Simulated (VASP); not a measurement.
# H6C2O in VASP: a series of runs

Runs on H6C2O. Level: PBE+D3(BJ). Tasks: single point.

All numbers are computed with VASP 6.6.1; they aren't measurements. Logs are shortened: lines on timing, memory, paths and dates and some standing lists are left out, and cuts for length are marked.

## Step 1: The cell of the first run

The cell holds an amorphous packing of atoms, 36 atoms: a = 7.348 Å, b = 7.348 Å, c = 7.348 Å, α = 90.00°, β = 90.00°, γ = 90.00°.

## Step 2: Single point, PBE+D3(BJ)

File INCAR:

```
ALGO = Normal
EDIFF = 1E-6
ENCUT = 520
GGA = PE
ISIF = 2
ISMEAR = -1
IVDW = 12
LASPH = True
LCHARG = False
LREAL = Auto
LWAVE = False
NBANDS = 64
NELM = 60
PREC = Accurate
SIGMA = 0.02
```

File KPOINTS:

```
k-points
0
Gamma
  1 1 1
```

File POSCAR:

```
H6C2O
1.0
    7.3483620000      0.0000000000      0.0000000000
    0.0000000000      7.3483620000      0.0000000000
    0.0000000000      0.0000000000      7.3483620000
O C H
4 8 24
Direct
    0.8963853277      0.2681598887      0.7643906149
    0.5879695774      0.4797196244      0.2976216541
    0.9202400992      0.8069636292     -0.0647925493
    0.8493505226      0.0454509386      0.2621869108
    0.9567623458      0.1756583284      0.6413767473
    0.6035440169      0.3669874997      0.4173267392
    0.7902427041      0.7266458704     -0.0012168716
    0.9775484637      0.0532645877      0.1561802054
    0.4334891710      0.7728737969      0.6515611772
    0.5002263920      0.1396549038      0.9423598694
    0.2182608915      0.4926791307      0.0611139318
   -0.0200856102      0.6559066420      0.4813319708
    1.0047908026      0.2377150396      0.5108670612
    0.9699933636      0.0249843544      0.6507076228
    0.6079788544      0.2187151956      0.3864465648
    0.6209054441      0.4065708829      0.5631672708
    0.7348898643      0.6023559745     -0.0673202560
    0.7221442949      0.7742187894      0.1254069066
    0.9722902696      0.1385664335      0.0321041183
    1.1087313997     -0.0184375241      0.1858667828
    0.5583867054      0.8528702619      0.6381831325
    0.4017292733      0.7094054931      0.5206079165
    0.3213710143      0.8609801786      0.6945746577
    0.4512911103      0.6670997113      0.7551107034
    0.4002064414      0.0578553568      1.0174508771
    0.5556934488      0.2461000303      1.0309377683
    0.4327240579      0.2019915555      0.8245065243
    0.6113419733      0.0525948717      0.8959593383
    0.2209814258      0.3896496094      0.1688445386
    0.1095786745      0.4622080380     -0.0360371131
    0.3500612708      0.4906558093     -0.0076874900
    0.1962641381      0.6270342671      0.1212947672
    0.0733825883      0.7701191199      0.4613114346
    0.0227473151      0.5440953102      0.3928589357
   -0.1577653613      0.6988633820      0.4447559229
   -0.0154972711      0.6140497190      0.6242947146
```

Potentials or basis: VASP PAW PBE potentials, release 64 (O, C, H).

On the command line:

```
cat potpaw_PBE.64/O/POTCAR potpaw_PBE.64/C/POTCAR potpaw_PBE.64/H/POTCAR > POTCAR
mpirun -np 1 vasp_gam > vasp.out
```

OUTCAR:

```text
EDIFF = 1E-6
   ENCUT = 520
   GGA = PE
   ISIF = 2
   ISMEAR = -1
   IVDW = 12
   LASPH = True
   LREAL = Auto
   NELM = 60
   PREC = Accurate
 IVDW          = 12

 ion  position               nearest neighbor table
   1  0.896  0.268  0.764-   5 1.21
   2  0.588  0.480  0.298-   6 1.21
   3  0.920  0.807  0.935-   7 1.22
   4  0.849  0.045  0.262-   8 1.22
   5  0.957  0.176  0.641-  14 1.11  13 1.12   1 1.21
   6  0.604  0.367  0.417-  15 1.11  16 1.12   2 1.21
   7  0.790  0.727  0.999-  17 1.11  18 1.11   3 1.22
   8  0.978  0.053  0.156-  19 1.11  20 1.12   4 1.22
   9  0.433  0.773  0.652-  21 1.09  23 1.09  22 1.09  24 1.10
  10  0.500  0.140  0.942-  28 1.09  26 1.10  27 1.10  25 1.10
  11  0.218  0.493  0.061-  31 1.09  32 1.09  30 1.09  29 1.10
  12  0.980  0.656  0.481-  35 1.09  34 1.09  33 1.09  36 1.10
  13  0.005  0.238  0.511-   5 1.12
  14  0.970  0.025  0.651-   5 1.11
  15  0.608  0.219  0.386-   6 1.11
  16  0.621  0.407  0.563-   6 1.12
  17  0.735  0.602  0.933-   7 1.11
  18  0.722  0.774  0.125-   7 1.11
[... 16 lines left out ...]
  35  0.842  0.699  0.445-  12 1.09
  36  0.985  0.614  0.624-  12 1.10

  LATTYP: Found a simple cubic cell.
 ALAT       =     7.3483620000

  Lattice vectors:

 A1 = (   7.3483620000,   0.0000000000,   0.0000000000)
 A2 = (   0.0000000000,   7.3483620000,   0.0000000000)
 A3 = (   0.0000000000,   0.0000000000,   7.3483620000)

Analysis of symmetry for initial positions (statically):
=====================================================================
 Subroutine PRICEL returns:
 Original cell was already a primitive cell.

 Routine SETGRP: Setting up the symmetry group for a
 simple cubic supercell.

 Subroutine GETGRP returns: Found  1 space group operations
 (whereof  1 operations were pure point group operations)
 out of a pool of 48 trial point group operations.

The static configuration has the point symmetry C_1 .

Analysis of symmetry for dynamics (positions and initial velocities):
=====================================================================
 Subroutine PRICEL returns:
 Original cell was already a primitive cell.

 Routine SETGRP: Setting up the symmetry group for a
 simple cubic supercell.

 Subroutine GETGRP returns: Found  1 space group operations
 (whereof  1 operations were pure point group operations)
 out of a pool of 48 trial point group operations.

The dynamic configuration has the point symmetry C_1 .

 Subroutine INISYM returns: Found  1 space group operations
 (whereof  1 operations are pure point group operations),
 and found     1 'primitive' translations

----------------------------------------------------------------------------------------

                                     Primitive cell

  volume of cell :     396.8000

  direct lattice vectors                    reciprocal lattice vectors
     7.348362000  0.000000000  0.000000000     0.136084749  0.000000000  0.000000000
     0.000000000  7.348362000  0.000000000     0.000000000  0.136084749  0.000000000
     0.000000000  0.000000000  7.348362000     0.000000000  0.000000000  0.136084749

  length of vectors
     7.348362000  7.348362000  7.348362000     0.136084749  0.136084749  0.136084749

  position of ions in fractional coordinates (direct lattice)
     0.896385328  0.268159889  0.764390615
     0.587969577  0.479719624  0.297621654
     0.920240099  0.806963629  0.935207451
     0.849350523  0.045450939  0.262186911
     0.956762346  0.175658328  0.641376747
     0.603544017  0.366987500  0.417326739
[... 28 lines left out ...]
     0.842234639  0.698863382  0.444755923
     0.984502729  0.614049719  0.624294715

  ion indices of the primitive-cell ions
   primitive index   ion index
                 1           1
                 2           2
                 3           3
                 4           4
                 5           5
                 6           6
[... 28 lines left out ...]
                35          35
                36          36

----------------------------------------------------------------------------------------

 KPOINTS: k-points

Automatic generation of k-mesh.
 Grid dimensions read from file:
 generate k-points for:    1    1    1

 Generating k-lattice:

  Cartesian coordinates                     Fractional coordinates (reciprocal lattice)
     0.136084749  0.000000000  0.000000000     1.000000000  0.000000000  0.000000000
     0.000000000  0.136084749  0.000000000     0.000000000  1.000000000  0.000000000
     0.000000000  0.000000000  0.136084749     0.000000000  0.000000000  1.000000000

  Length of vectors
     0.136084749  0.136084749  0.136084749

  Shift w.r.t. Gamma in fractional coordinates (k-lattice)
     0.000000000  0.000000000  0.000000000

 Subroutine IBZKPT returns following result:
 ===========================================

 Found      1 irreducible k-points:

 Following reciprocal coordinates:
            Coordinates               Weight
  0.000000  0.000000  0.000000      1.000000
   k-points           NKPTS =      1   k-points in BZ     NKDIM =      1   number of bands    NBANDS=     64
   number of dos      NEDOS =    301   number of ions     NIONS =     36
   total plane-waves  NPLWV = 175616
   dimension x,y,z NGX =    56 NGY =   56 NGZ =   56
   dimension x,y,z NGXF=   112 NGYF=  112 NGZF=  112
   ions per type =               4   8  24
   NGX,Y,Z   is equivalent  to a cutoff of  12.67, 12.67, 12.67 a.u.
   NGXF,Y,Z  is equivalent  to a cutoff of  25.34, 25.34, 25.34 a.u.
 SYSTEM =  unknown system
   PREC   = accura    normal or accurate (medium, high low for compatibility)
   ISTART =      0    job   : 0-new  1-cont  2-samecut
   ICHARG =      2    charge: 1-file 2-atom 10-const
   ISPIN  =      1    spin polarized calculation?
   LNONCOLLINEAR =      F non collinear calculations
   LSORBIT =      F    spin-orbit coupling
   LASPH  =      T    aspherical Exc in radial PAW
   ENCUT  =  520.0 eV  38.22 Ry    6.18 a.u.  13.66 13.66 13.66*2*pi/ulx,y,z
   NELM   =     60;   NELMIN=  2; NELMDL= -5     # of ELM steps
   EDIFF  = 0.1E-05   stopping-criterion for ELM
   LREAL  =      T    real-space projection
   EDIFFG = 0.1E-04   stopping-criterion for IOM
   NSW    =      0    number of steps for IOM
   IBRION =     -1    ionic relax: 0-MD 1-quasi-New 2-CG
   NFREE  =      0    steps in history (QN), initial steepest desc. (CG)
   ISIF   =      2    stress and relaxation
   ISYM   =      2    0-nonsym 1-usesym 2-fastsym
   POTIM  = 0.5000    time-step for ionic-motion
   TEBEG  =    0.0;   TEEND  =   0.0 temperature during run
   PSTRESS=    0.0 pullay stress
   NELECT =      80.0000    total number of electrons
   NUPDOWN=      -1.0000    fix difference up-down
   EMIN   =  10.00;   EMAX   =-10.00  energy-range for DOS
   EFERMI =   0.00;   METHOD = LEGACY
   ISMEAR =    -1;   SIGMA  =   0.02  broadening in eV -4-tet -1-fermi 0-gaus
   EFERMI_NEDOS =   21; number of points for ismear=-14 and -15
   IALGO  =     38    algorithm
   IMIX   =      4    mixing-type and parameters
     AMIX     =   0.40;   BMIX     =  1.00
     AMIX_MAG =   1.60;   BMIX_MAG =  1.00
  volume/ion in A,a.u.               =      11.02        74.38
  Fermi-wavevector in a.u.,A,eV,Ry     =   0.959948  1.814038 12.537766  0.921500
  Thomas-Fermi vector in A             =   2.089189
   LORBIT       =      0    0 simple, 1 ext, 2 COOP (PROOUT), +10 PAW based schemes
   GGA     = PE    functional components
   LHFCALC =     F    Hartree Fock is set to
   AEXX    =    0.0000 exact exchange contribution
   IVDW    =    12    specifies the selected vdW correction
   LEPSILON=     F    determine dielectric tensor
   LRPA    =     F    only Hartree local field effects (RPA)
 non-spin polarized calculation
  energy-cutoff  :      520.00
  volume of cell :      396.80
 maximum number of plane-waves:      5390
 NGX is ok and might be reduce to    54
   NGX = 27   NGY = 27   NGZ = 27

 number of electron      80.0000005 magnetization

 Free energy of the ion-electron system (eV)
  ---------------------------------------------------
  ext. energy  EPLUGINS =         0.00000000
  ---------------------------------------------------
  free energy    TOTEN  =      -185.01658205 eV

  energy without entropy =     -185.01658205  energy(sigma->0) =     -185.01658205

 E-fermi :  -2.1807     XC(G=0):  -6.5863

 val. band max:       -2.7560716150   @ k =   0.0000   0.0000   0.0000
 cond. band min:       0.1018904621   @ k =   0.0000   0.0000   0.0000
 fundamental gap:      2.8579620770
 Fermi energy:        -2.1807379218

 k-point     1 :       0.0000    0.0000    0.0000
  band No.  band energies     occupation
      1     -23.8682      2.00000
      2     -23.7006      2.00000
      3     -23.5422      2.00000
      4     -23.1371      2.00000
      5     -14.0947      2.00000
      6     -13.8509      2.00000
[... 44 lines left out ...]
     51       4.8092      0.00000
     52       5.1243      0.00000
 [bands above 52 left out]

------------------------ aborting loop because EDIFF is reached ----------------------------------------

 Edisp (eV)   -1.40836

 E8    (eV) :    -0.3133

  FORCE on cell =-STRESS in cart. coord.  units (eV):
  Direction    XX          YY          ZZ          XY          YZ          ZX
  --------------------------------------------------------------------------------------
  -------------------------------------------------------------------------------------
  Total       0.64521     0.59228     0.66489    -0.33495     0.13148    -0.14262
  in kB       2.60521     2.39148     2.68465    -1.35246     0.53087    -0.57584
  external pressure =        2.56 kB  Pullay stress =        0.00 kB

 VOLUME and BASIS-vectors are now :
 -----------------------------------------------------------------------------
  energy-cutoff  :      520.00
  volume of cell :      396.80
      direct lattice vectors                 reciprocal lattice vectors
     7.348362000  0.000000000  0.000000000     0.136084749  0.000000000  0.000000000
     0.000000000  7.348362000  0.000000000     0.000000000  0.136084749  0.000000000
     0.000000000  0.000000000  7.348362000     0.000000000  0.000000000  0.136084749

 POSITION                                       TOTAL-FORCE (eV/Angst)
 -----------------------------------------------------------------------------------
      6.58696      1.97054      5.61702        -0.208679      0.186911      0.251829
      4.32061      3.52515      2.18703        -0.054228      0.258973     -0.278676
      6.76226      5.92986      6.87224         0.277627      0.200258     -0.114685
      6.24134      0.33399      1.92664        -0.193501     -0.048110      0.180738
      7.03064      1.29080      4.71307         0.450751     -0.274084     -0.556342
      4.43506      2.69676      3.06667         0.159656     -0.303608      0.362683
[... 28 lines left out ...]
      6.18905      5.13550      3.26823        -0.012469     -0.022198      0.003706
      7.23448      4.51226      4.58754        -0.005432     -0.014112     -0.021843
 -----------------------------------------------------------------------------------
    total drift:                                0.014388     -0.021304     -0.000629

  FREE ENERGIE OF THE ION-ELECTRON SYSTEM (eV)
  ---------------------------------------------------
  free  energy   TOTEN  =      -186.4249446382 eV

  energy  without entropy=     -186.4249446382  energy(sigma->0) =     -186.42494464
```

Wall time 44 s (1 thread of Intel Xeon 6975P-C (Granite Rapids), shared host); peak memory 0.38 GiB.

Results:

```
Free energy                : -186.4249 eV
Pressure                   : 0.3 GPa
Largest force              : 0.767 eV/Å
Band gap on the k mesh     : 2.86 eV
Dispersion energy per atom : -0.039 eV
```

Forces on the atoms (eV/Å):
```
O   -0.209  0.187  0.252
O   -0.054  0.259 -0.279
O    0.278  0.200 -0.115
O   -0.194 -0.048  0.181
C    0.451 -0.274 -0.556
C    0.160 -0.304  0.363
C   -0.375 -0.209  0.128
C    0.199  0.024 -0.183
C   -0.012  0.009 -0.002
C   -0.041  0.009  0.051
C    0.022  0.008  0.005
C    0.027  0.030  0.016
H   -0.057 -0.042  0.210
H   -0.083  0.094  0.108
H   -0.050  0.019 -0.001
H   -0.091  0.029 -0.089
H    0.047  0.029  0.025
H    0.028 -0.019 -0.001
H    0.018 -0.047  0.019
H   -0.070  0.072 -0.037
H    0.018  0.005  0.017
H   -0.010 -0.005 -0.013
H   -0.008  0.024 -0.022
H    0.026 -0.008 -0.006
H    0.045  0.027 -0.018
H   -0.047 -0.055 -0.032
H    0.038 -0.003  0.016
H   -0.007 -0.003 -0.014
H   -0.009  0.005  0.017
H    0.014  0.014 -0.006
H   -0.005  0.011 -0.015
H   -0.007 -0.005  0.010
H    0.006  0.017 -0.004
H   -0.027 -0.015 -0.005
H   -0.012 -0.022  0.004
H   -0.005 -0.014 -0.022
```

Levels at points of the mesh, in eV from the valence-band top:
```csv
k point,band 37,band 38,band 39,band 40,band 41,band 42,band 43,band 44
"(0.00, 0.00, 0.00)",-0.73,-0.55,-0.34,0.00,2.86,3.09,3.47,3.83
```

Caveat: the k points lie up to 0.86 Å⁻¹ apart.

[end of part 1 of 3]
